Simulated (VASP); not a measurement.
# RbBr: single point with r2SCAN

The system is RbBr.

```
Rb Br
1.0
     4.20058    0.00000    0.00000
     0.00000    4.20058    0.00000
     0.00000    0.00000    4.20058
Rb Br
1 1
Direct
  0.00000 0.00000 0.00000
  0.50000 0.50000 0.50000
```

This cell differs from its parent crystal: strain +1.8%.

| Quantity | Value |
| --- | --- |
| Program | VASP 6.6.1 |
| Task | single point |
| Functional | r2SCAN |
| Potentials or basis | VASP PAW PBE potentials, release 64 (Rb_sv, Br) |
| Cutoff | 520 eV |
| k mesh | 6 × 6 × 6 |
| Occupations | gaussian, width 0.01 eV |
| Spin | no spin polarisation |
| Dipole correction | no |
| Further INCAR settings | ALGO = Normal; EDIFF = 1e-06; NBANDS = 15 |

* Pressure: -0.8 GPa
* Band gap on the k mesh: 4.64 eV (least direct gap 4.79 eV)

Levels at points of the mesh, in eV from the valence-band top:
| k point | band 5 | band 6 | band 7 | band 8 | band 9 | band 10 | band 11 | band 12 |
| --- | --- | --- | --- | --- | --- | --- | --- | --- |
| (0.00, 0.00, 0.00) | -9.42 | -0.15 | -0.15 | -0.15 | 4.64 | 6.17 | 6.17 | 10.58 |
| (0.50, 0.00, 0.00) | -9.38 | -1.57 | -0.20 | -0.20 | 7.44 | 7.55 | 8.07 | 9.34 |
| (0.50, 0.50, 0.00) | -9.35 | -1.00 | -1.00 | 0.00 | 5.90 | 6.86 | 8.63 | 8.63 |
| (0.50, 0.50, 0.50) | -9.61 | -1.21 | -1.21 | -1.21 | 8.68 | 8.68 | 8.68 | 9.89 |

It took 54 s on 1 thread of Oxide Virtual Turin-like Processor (shared host), peak memory 0.15 GiB.

Caveat: the cell differs from its parent crystal (strain +1.8%); the structure was generated, so it needn't be the stable form of RbBr; the PAW data sets were made with another functional, which shifts forces and pressure a little. A k mesh can miss the band edges.
